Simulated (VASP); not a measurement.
# Ti3Al (P-6m2) in VASP: further runs

The runs below take Ti3Al through single point, with LDA.

Program: VASP 6.6.1. These are calculated values, not measurements. Logs are shortened: lines on timing, memory, paths and dates and some standing lists are left out, and cuts for length are marked.

## Step 1: The cell of the first run

It takes space group P-6m2 (No. 187, hexagonal). Conventional cell: a = 2.861 Å, b = 2.861 Å, c = 9.051 Å, α = 90.00°, β = 90.00°, γ = 120.00°. Within 3.7 Å of Ti (site symmetry -6m2) lie 12 Ti at 2.79 to 2.86 Å. Within 3.7 Å of Ti (site symmetry 3m) lie 9 Ti at 2.79 to 2.86 Å and 3 Al at 2.81 Å. Al (site symmetry -6m2) has 6 Ti at 2.81 Å and 6 Al at 2.86 Å within 3.7 Å.

## Step 2: Single point, LDA, collinear spin (16.04 Å³/atom)

Contents of INCAR:

```
SYSTEM = Ti3Al
PREC = Accurate ; ENCUT = 520
EDIFF = 1E-7 ; ISMEAR = 0
SIGMA = 0.15 ; LREAL = .FALSE.
LASPH = .TRUE. ; NELM = 150
ALGO = Normal ; ISIF = 2
LWAVE = .FALSE. ; LCHARG = .TRUE.
ISPIN = 2 ; MAGMOM = 0.333 0.333 0.333 0
LORBIT = 11 ; NUPDOWN = 1.0
LMAXMIX = 4 ; GGA = CA
LELF = .TRUE. ; LVHAR = .TRUE.
NBANDS = 32
```

Contents of KPOINTS:

```
Automatic mesh
0
G
  18 18 6
  0 0 0
```

Contents of POSCAR:

```
Ti3Al
1.0
    2.8609400878      0.0000000000      0.0000000000
   -1.4304700439      2.4776467948      0.0000000000
    0.0000000000      0.0000000000      9.0513401320
Ti Al
3 1
Direct
    0.6666666667      0.3333333333      0.0000000000
    0.3333333333      0.6666666667      0.7515223655
    0.3333333333      0.6666666667      0.2484776345
    0.6666666667      0.3333333333      0.5000000000
```

Potentials or basis: VASP PAW LDA potentials, release 64 (Ti_sv, Al).

Launch:

```console
cat potpaw_LDA.64/Ti_sv/POTCAR potpaw_LDA.64/Al/POTCAR > POTCAR
mpirun -np 1 vasp_std > vasp.out
```

OUTCAR:

```text
SYSTEM = Ti3Al
   PREC = Accurate
   ENCUT = 520
   EDIFF = 1E-7
   ISMEAR = 0
   LREAL = .FALSE.
   LASPH = .TRUE.
   NELM = 150
   ISIF = 2
   ISPIN = 2
   LORBIT = 11
   NUPDOWN = 1.0
   GGA = CA

 ion  position               nearest neighbor table
   1  0.667  0.333  0.000-   2 2.79   3 2.79   2 2.79   3 2.79   2 2.79   3 2.79
   2  0.333  0.667  0.752-   1 2.79   1 2.79   1 2.79   4 2.81   4 2.81   4 2.81
   3  0.333  0.667  0.248-   1 2.79   1 2.79   1 2.79   4 2.81   4 2.81   4 2.81
   4  0.667  0.333  0.500-   2 2.81   3 2.81   2 2.81   3 2.81   2 2.81   3 2.81

  LATTYP: Found a hexagonal cell.
 ALAT       =     2.8609400878
 C/A-ratio  =     3.1637643062

  Lattice vectors:

 A1 = (   2.8609400878,   0.0000000000,   0.0000000000)
 A2 = (  -1.4304700439,   2.4776467948,   0.0000000000)
 A3 = (   0.0000000000,   0.0000000000,   9.0513401320)

Analysis of symmetry for initial positions (statically):
=====================================================================
 Subroutine PRICEL returns:
 Original cell was already a primitive cell.

 Routine SETGRP: Setting up the symmetry group for a
 hexagonal supercell.

 Subroutine GETGRP returns: Found 12 space group operations
 (whereof 12 operations were pure point group operations)
 out of a pool of 24 trial point group operations.

The static configuration has the point symmetry D_3h.

Analysis of symmetry for dynamics (positions and initial velocities):
=====================================================================
 Subroutine PRICEL returns:
 Original cell was already a primitive cell.

 Routine SETGRP: Setting up the symmetry group for a
 hexagonal supercell.

 Subroutine GETGRP returns: Found 12 space group operations
 (whereof 12 operations were pure point group operations)
 out of a pool of 24 trial point group operations.

The dynamic configuration has the point symmetry D_3h.

Analysis of structural, dynamic, and magnetic symmetry:
=====================================================================
 Subroutine PRICEL returns:
 Original cell was already a primitive cell.

 Routine SETGRP: Setting up the symmetry group for a
 hexagonal supercell.

 Subroutine GETGRP returns: Found 12 space group operations
 (whereof 12 operations were pure point group operations)
 out of a pool of 24 trial point group operations.

The overall configuration has the point symmetry D_3h.

 Subroutine INISYM returns: Found 12 space group operations
 (whereof 12 operations are pure point group operations),
 and found     1 'primitive' translations

----------------------------------------------------------------------------------------

                                     Primitive cell

  volume of cell :      64.1595

  direct lattice vectors                    reciprocal lattice vectors
     2.860940088  0.000000000  0.000000000     0.349535457  0.201804390  0.000000000
    -1.430470044  2.477646795  0.000000000     0.000000000  0.403608780  0.000000000
     0.000000000  0.000000000  9.051340132     0.000000000  0.000000000  0.110480877

  length of vectors
     2.860940088  2.860940088  9.051340132     0.403608780  0.403608780  0.110480877

  position of ions in fractional coordinates (direct lattice)
     0.666666667  0.333333333  0.000000000
     0.333333333  0.666666667  0.751522366
     0.333333333  0.666666667  0.248477634
     0.666666667  0.333333333  0.500000000

  ion indices of the primitive-cell ions
   primitive index   ion index
                 1           1
                 2           2
                 3           3
                 4           4

----------------------------------------------------------------------------------------

 KPOINTS: Automatic mesh

Automatic generation of k-mesh.
 Grid dimensions read from file:
 generate k-points for:   18   18    6

 Generating k-lattice:

  Cartesian coordinates                     Fractional coordinates (reciprocal lattice)
     0.019418636  0.011211355  0.000000000     0.055555556  0.000000000  0.000000000
     0.000000000  0.022422710  0.000000000     0.000000000  0.055555556  0.000000000
     0.000000000  0.000000000  0.018413480     0.000000000  0.000000000  0.166666667

  Length of vectors
     0.022422710  0.022422710  0.018413480

  Shift w.r.t. Gamma in fractional coordinates (k-lattice)
     0.000000000  0.000000000  0.000000000

 Subroutine IBZKPT returns following result:
 ===========================================

 Found    148 irreducible k-points:

 Following reciprocal coordinates:
            Coordinates               Weight
  0.000000  0.000000  0.000000      1.000000
  0.055556  0.000000  0.000000      6.000000
  0.111111  0.000000  0.000000      6.000000
  0.166667  0.000000  0.000000      6.000000
  0.222222  0.000000  0.000000      6.000000
  0.277778  0.000000  0.000000      6.000000
[... 16 lines left out ...]
  0.333333  0.111111  0.000000     12.000000
  0.388889  0.111111  0.000000     12.000000
 [... further k-points ...]
   k-points           NKPTS =    148   k-points in BZ     NKDIM =    148   number of bands    NBANDS=     32
   number of dos      NEDOS =    301   number of ions     NIONS =      4
   total plane-waves  NPLWV =  40320
   dimension x,y,z NGX =    24 NGY =   24 NGZ =   70
   dimension x,y,z NGXF=    48 NGYF=   48 NGZF=  140
   ions per type =               3   1
   NGX,Y,Z   is equivalent  to a cutoff of  13.95, 13.95, 12.86 a.u.
   NGXF,Y,Z  is equivalent  to a cutoff of  27.89, 27.89, 25.71 a.u.
 SYSTEM =  Ti3Al
   PREC   = accura    normal or accurate (medium, high low for compatibility)
   ISTART =      0    job   : 0-new  1-cont  2-samecut
   ICHARG =      2    charge: 1-file 2-atom 10-const
   ISPIN  =      2    spin polarized calculation?
   LNONCOLLINEAR =      F non collinear calculations
   LSORBIT =      F    spin-orbit coupling
   LASPH  =      T    aspherical Exc in radial PAW
   ENCUT  =  520.0 eV  38.22 Ry    6.18 a.u.   5.32  5.32 16.83*2*pi/ulx,y,z
   NELM   =    150;   NELMIN=  2; NELMDL= -5     # of ELM steps
   EDIFF  = 0.1E-06   stopping-criterion for ELM
   LREAL  =      F    real-space projection
   EDIFFG = 0.1E-05   stopping-criterion for IOM
   NSW    =      0    number of steps for IOM
   IBRION =     -1    ionic relax: 0-MD 1-quasi-New 2-CG
   NFREE  =      0    steps in history (QN), initial steepest desc. (CG)
   ISIF   =      2    stress and relaxation
   ISYM   =      2    0-nonsym 1-usesym 2-fastsym
   POTIM  = 0.5000    time-step for ionic-motion
   TEBEG  =    0.0;   TEEND  =   0.0 temperature during run
   PSTRESS=    0.0 pullay stress
   NELECT =      39.0000    total number of electrons
   NUPDOWN=       1.0000    fix difference up-down
   EMIN   =  10.00;   EMAX   =-10.00  energy-range for DOS
   EFERMI =   0.00;   METHOD = LEGACY
   ISMEAR =     0;   SIGMA  =   0.15  broadening in eV -4-tet -1-fermi 0-gaus
   EFERMI_NEDOS =   21; number of points for ismear=-14 and -15
   IALGO  =     38    algorithm
   IMIX   =      4    mixing-type and parameters
     AMIX     =   0.40;   BMIX     =  1.00
     AMIX_MAG =   1.60;   BMIX_MAG =  1.00
  volume/ion in A,a.u.               =      16.04       108.24
  Fermi-wavevector in a.u.,A,eV,Ry     =   1.386786  2.620645 26.166378  1.923175
  Thomas-Fermi vector in A             =   2.511069
   LORBIT       =     11    0 simple, 1 ext, 2 COOP (PROOUT), +10 PAW based schemes
   GGA     = CA    functional components
   LHFCALC =     F    Hartree Fock is set to
   AEXX    =    0.0000 exact exchange contribution
   IVDW    =     0    specifies the selected vdW correction
   LEPSILON=     F    determine dielectric tensor
   LRPA    =     F    only Hartree local field effects (RPA)
 spin polarized calculation
 Gauss-broadening in eV      SIGMA  =   0.15
  energy-cutoff  :      520.00
  volume of cell :       64.16
 maximum number of plane-waves:      1756
 NGX is ok and might be reduce to    24
   NGX = 11   NGY = 11   NGZ = 33

 number of electron      39.0000007 magnetization       0.9999997

 Free energy of the ion-electron system (eV)
  ---------------------------------------------------
  ext. energy  EPLUGINS =         0.00000000
  ---------------------------------------------------
  free energy    TOTEN  =       -30.28643571 eV

  energy without entropy =      -30.23448753  energy(sigma->0) =      -30.26046162

 E-fermi :   8.3158     XC(G=0): -11.7424

 val. band max:        8.6100315637   @ k =   0.2222   0.0556   0.1667
 cond. band min:       8.3191514225   @ k =   0.3333   0.0556   0.1667
 fundamental gap:     -0.2908801411
 Fermi energy:         8.6146228714

 spin component 1

 k-point     1 :       0.0000    0.0000    0.0000
  band No.  band energies     occupation
      1     -47.5279      1.00000
      2     -47.4690      1.00000
      3     -47.3771      1.00000
      4     -24.4988      1.00000
      5     -24.1914      1.00000
      6     -23.8084      1.00000
[... 805 lines left out ...]
     30      12.7754      0.00000
     31      13.3311      0.00000

 [... further k-points ...]

 spin component 2

 k-point     1 :       0.0000    0.0000    0.0000
  band No.  band energies     occupation
      1     -47.3539      1.00000
      2     -47.2810      1.00000
      3     -47.2068      1.00000
      4     -24.3213      1.00000
      5     -23.9991      1.00000
      6     -23.6336      1.00000
[... 805 lines left out ...]
     30      12.9629      0.00000
     31      13.5031      0.00000

 [... further k-points ...]

 [bands above 31 left out]

------------------------ aborting loop because EDIFF is reached ----------------------------------------

  FORCE on cell =-STRESS in cart. coord.  units (eV):
  Direction    XX          YY          ZZ          XY          YZ          ZX
  --------------------------------------------------------------------------------------
  -------------------------------------------------------------------------------------
  Total       -0.1114143     -0.1114143      0.2978603      0.0000000     -0.0000000      0.0000000
  in kB       -2.7822147     -2.7822147      7.4381020      0.0000000     -0.0000000      0.0000000
  external PRESSURE =       0.6245576 kB  Pullay stress =       0.0000000 kB

 VOLUME and BASIS-vectors are now :
 -----------------------------------------------------------------------------
  energy-cutoff  :      520.00
  volume of cell :       64.16
      direct lattice vectors                 reciprocal lattice vectors
     2.860940088  0.000000000  0.000000000     0.349535457  0.201804390  0.000000000
    -1.430470044  2.477646795  0.000000000     0.000000000  0.403608780  0.000000000
     0.000000000  0.000000000  9.051340132     0.000000000  0.000000000  0.110480877

 POSITION                                       TOTAL-FORCE (eV/Angst)
 -----------------------------------------------------------------------------------
      1.43047      0.82588      0.00000        -0.000000      0.000000      0.000000
     -0.00000      1.65176      6.80228        -0.000000     -0.000000     -0.053906
     -0.00000      1.65176      2.24906        -0.000000      0.000000      0.053906
      1.43047      0.82588      4.52567         0.000000      0.000000      0.000000
 -----------------------------------------------------------------------------------
    total drift:                                0.000000     -0.000000      0.000000

  FREE ENERGIE OF THE ION-ELECTRON SYSTEM (eV)
  ---------------------------------------------------
  free  energy   TOTEN  =       -30.2864357097 eV

  energy  without entropy=      -30.2344875298  energy(sigma->0) =      -30.26046162

 total charge

# of ion       s       p       d       tot
------------------------------------------
    1        2.271   6.140   1.970  10.381
    2        2.249   6.140   1.957  10.346
    3        2.249   6.140   1.957  10.346
    4        0.445   0.390   0.000   0.835
--------------------------------------------------
tot          7.213  18.810   5.885  31.908

 magnetization (x)

# of ion       s       p       d       tot
------------------------------------------
    1        0.001   0.019   0.171   0.191
    2        0.003   0.019   0.207   0.229
    3        0.003   0.019   0.207   0.229
    4        0.003   0.016   0.000   0.019
--------------------------------------------------
tot          0.010   0.074   0.585   0.668
```

Wall time 22 min (1 thread of Oxide Virtual Turin-like, shared host); peak memory 0.45 GiB.

Results:

```yaml
Free_energy: -30.2864 eV
Pressure: 0.1 GPa
Largest_force: 0.054 eV/Å
Net_moment: 1.00 μB per cell
Site_moments: Ti +0.19, +0.23 (each value once); Al +0.02 μB
Valence_electrons_inside_the_program's_atomic_spheres: Ti 10.38, 10.35 (each value once); Al 0.83
```

Forces in eV/Å, atoms in the order of the input:
```
Ti   0.000  0.000  0.000
Ti   0.000  0.000 -0.054
Ti   0.000  0.000  0.054
Al   0.000  0.000  0.000
```

Caveat: the total moment is fixed, so each spin has its own Fermi level.

## Step 3: Single point, LDA, collinear spin (16.04 Å³/atom)

Contents of INCAR:

```
SYSTEM = Ti3Al
PREC = Accurate
ENCUT = 520
EDIFF = 1E-6
ISMEAR = 0
SIGMA = 0.15
LREAL = .FALSE.
LASPH = .TRUE.
NELM = 150
ALGO = Normal
ISIF = 2
LWAVE = .FALSE.
LCHARG = .TRUE.
ISPIN = 2
MAGMOM = 0.833 0.833 0.833 0
LORBIT = 11
NUPDOWN = 2.5
LMAXMIX = 4
GGA = CA
LELF = .TRUE.
LVHAR = .TRUE.
NBANDS = 32
```

Contents of KPOINTS:

```
regular mesh
0
G
  18 18 6
  0 0 0
```

POSCAR is that of step 2.

Potentials or basis: VASP PAW LDA potentials, release 64 (Ti_sv, Al).

Launch:

```console
cat potpaw_LDA.64/Ti_sv/POTCAR potpaw_LDA.64/Al/POTCAR > POTCAR
mpirun -np 1 vasp_std > vasp.out
```

It took 12 min on 1 thread of Oxide Virtual Turin-like, shared host; peak memory 0.45 GiB.

It converged, with:

* Free energy: -29.9264 eV
* Pressure: 1.1 GPa
* Largest force: 0.249 eV/Å
* Net moment: 2.50 μB per cell
* Site moments: Ti +0.48, +0.60 (each value once); Al +0.03 μB
* Valence electrons inside the program's atomic spheres: Ti 10.39, 10.36 (each value once); Al 0.83

Forces on the atoms (eV/Å):
```
Ti   0.000  0.000  0.000
Ti   0.000  0.000 -0.249
Ti   0.000  0.000  0.249
Al   0.000  0.000  0.000
```

Stress tensor (GPa, compression positive):
```
-0.09  0.00  0.00
 0.00 -0.09  0.00
 0.00  0.00  3.53
```

Caveat: the total moment is fixed, so each spin has its own Fermi level.

## Step 4: Single point, LDA, collinear spin (14.60 Å³/atom)

This run uses another cell than the first one, of 14.60 Å³/atom.

Contents of INCAR:

```
PREC = Accurate ; ENCUT = 520
EDIFF = 1E-7 ; ISMEAR = 0
SIGMA = 0.15 ; LREAL = F
LASPH = T ; NELM = 150
ALGO = Normal ; ISIF = 2
LWAVE = F ; LCHARG = F
ISPIN = 2 ; MAGMOM = 1 1 1 0
LORBIT = 11 ; NUPDOWN = 3.0
LMAXMIX = 4 ; NBANDS = 32
```

Contents of KPOINTS:

```
Automatic mesh
0
Gamma
  18 18 6
```

Contents of POSCAR:

```
Ti3Al
1.0
    2.7723817465      0.0000000000      0.0000000000
   -1.3861908733      2.4009530215      0.0000000000
    0.0000000000      0.0000000000      8.7711624128
Ti Al
3 1
Direct
    0.6666666667      0.3333333333      0.0000000000
    0.3333333333      0.6666666667      0.7515223655
    0.3333333333      0.6666666667      0.2484776345
    0.6666666667      0.3333333333      0.5000000000
```

Launch:

```console
cat potpaw_LDA.64/Ti_sv/POTCAR potpaw_LDA.64/Al/POTCAR > POTCAR
mpirun -np 1 vasp_std > vasp.out
```

Wall time 15 min (1 thread of Oxide Virtual Turin-like, shared host); peak memory 0.42 GiB.

Results (log left out):

| Quantity | Value |
| --- | --- |
| Free energy | -29.4540 eV |
| Pressure | 15.4 GPa |
| Largest force | 0.399 eV/Å |
| Net moment | 3.00 μB per cell |
| Site moments | Ti +0.62, +0.73 (each value once); Al +0.05 μB |
| Valence electrons inside the program's atomic spheres | Ti 10.54, 10.49 (each value once); Al 0.88 |

Forces in eV/Å, atoms in the order of the input:
```
Ti   0.000  0.000  0.000
Ti   0.000  0.000 -0.399
Ti   0.000  0.000  0.399
Al   0.000  0.000  0.000
```

Stress tensor (GPa, compression positive):
```
13.10  0.00  0.00
 0.00 13.10  0.00
 0.00  0.00 20.12
```

Caveat: the cell stands under pressure; the total moment is fixed, so each spin has its own Fermi level.

## Step 5: Single point, LDA, collinear spin (14.60 Å³/atom)

This run uses another cell than the first one, of 14.60 Å³/atom.

Contents of INCAR:

```
SYSTEM = Ti3Al
PREC = Accurate
ENCUT = 520
EDIFF = 1E-6
ISMEAR = 0
SIGMA = 0.15
LREAL = .False.
LASPH = .True.
NELM = 150
ALGO = Fast
ISIF = 2
LWAVE = .False.
LCHARG = .False.
ISPIN = 2
MAGMOM = 0.333 0.333 0.333 0
LORBIT = 11
NUPDOWN = 1.0
LMAXMIX = 4
GGA = CA
NBANDS = 32
```

Contents of KPOINTS:

```
Automatic mesh
0
Gamma
  18 18 6
  0 0 0
```

POSCAR is that of step 4.

Launch:

```console
cat potpaw_LDA.64/Ti_sv/POTCAR potpaw_LDA.64/Al/POTCAR > POTCAR
mpirun -np 1 vasp_std > vasp.out
```

Run time: 33 min. Hardware: 1 thread of Oxide Virtual Turin-like, shared host; peak memory 0.43 GiB.

Results (log left out):

* Free energy: -30.0584 eV
* Pressure: 13.4 GPa
* Largest force: 0.124 eV/Å
* Net moment: 1.00 μB per cell
* Site moments: Ti +0.21, +0.22 (each value once); Al +0.02 μB
* Valence electrons inside the program's atomic spheres: Ti 10.52, 10.48 (each value once); Al 0.88

Forces in eV/Å, atoms in the order of the input:
```
Ti   0.000  0.000  0.000
Ti   0.000  0.000 -0.124
Ti   0.000  0.000  0.124
Al   0.000  0.000  0.000
```

Stress tensor (GPa, compression positive):
```
12.41  0.00  0.00
 0.00 12.41  0.00
 0.00  0.00 15.27
```

Caveat: the cell stands under pressure; the total moment is fixed, so each spin has its own Fermi level.

## Step 6: Overview

```tsv
fixed moment (μB)	cell	pressure (GPa)	moment (μB)	largest force (eV/Å)
1.0	a = 2.861, b = 2.861, c = 9.051 Å, angles 90.0, 90.0, 120.0°, 4 atoms	0.1	1.00	0.05
2.5	a = 2.861, b = 2.861, c = 9.051 Å, angles 90.0, 90.0, 120.0°, 4 atoms	1.1	2.50	0.25
3.0	a = 2.772, b = 2.772, c = 8.771 Å, angles 90.0, 90.0, 120.0°, 4 atoms	15.4	3.00	0.40
1.0	a = 2.772, b = 2.772, c = 8.771 Å, angles 90.0, 90.0, 120.0°, 4 atoms	13.4	1.00	0.12
```

Alike in all rows: task single point; level LDA; potentials or basis VASP PAW LDA potentials, release 64 (Ti_sv, Al); spin collinear; k mesh 18 × 18 × 6; cutoff (eV) 520; smearing gaussian 0.15 eV.

Caveats: the total moment is fixed, so each spin has its own Fermi level; the cell stands under pressure (at least some runs).

Absolute energies hang on the potentials; compare differences alone.
